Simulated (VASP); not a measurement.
MgO, 12 atoms in the cell. Symmetry: Cm, No. 8, monoclinic system. The conventional cell has a = 5.096 Å, b = 2.942 Å, c = 14.983 Å, α = 90.00°, β = 99.79°, γ = 90.00°. Mg (site symmetry m) has 6 O at 2.08 Å within 2.8 Å. Mg (site symmetry m) has 6 O at 2.08 Å within 2.8 Å. Within 2.8 Å of Mg (site symmetry m) lie 6 O at 2.08 Å. Within 2.8 Å of Mg (site symmetry m) lie 6 O at 2.08 Å. Mg (site symmetry m) has 6 O at 2.08 Å within 2.8 Å. Within 2.3 Å of Mg (site symmetry m) lie 4 O at 1.77 to 2.08 Å. Within 2.8 Å of O (site symmetry m) lie 6 Mg at 2.08 Å. O (site symmetry m) has 6 Mg at 2.08 Å within 2.8 Å. 

| Item | Value |
| --- | --- |
| Program | VASP 6.6.1 |
| Task | single point |
| Functional | LDA |
| Potentials or basis | VASP PAW LDA potentials, release 64 (Mg, O) |
| Cutoff | 520 eV |
| k mesh | 9 × 9 × 2 |
| Occupations | gaussian, width 0.05 eV |
| Spin | no spin polarisation |
| Dipole correction | no |
| Further INCAR settings | ALGO = Normal; EDIFF = 1e-07; NBANDS = 36; ISYM = 0 |

Potentials or basis: VASP PAW LDA potentials, release 64 (Mg, O).

Run with:

```sh
$ cat potpaw_LDA.64/Mg/POTCAR potpaw_LDA.64/O/POTCAR > POTCAR
$ mpirun -np 1 vasp_std > vasp.out
```

Hardware: 1 thread of Intel(R) Xeon(R) Platinum 8375C CPU @ 2.90GHz (Ice Lake), on a shared host.

Question: Estimate the wall time of this run.

Answer: It took 6 min on 1 thread of Intel(R) Xeon(R) Platinum 8375C CPU @ 2.90GHz (Ice Lake) (shared host), peak memory 0.37 GiB. Counts: scf iterations 18, k points 82.
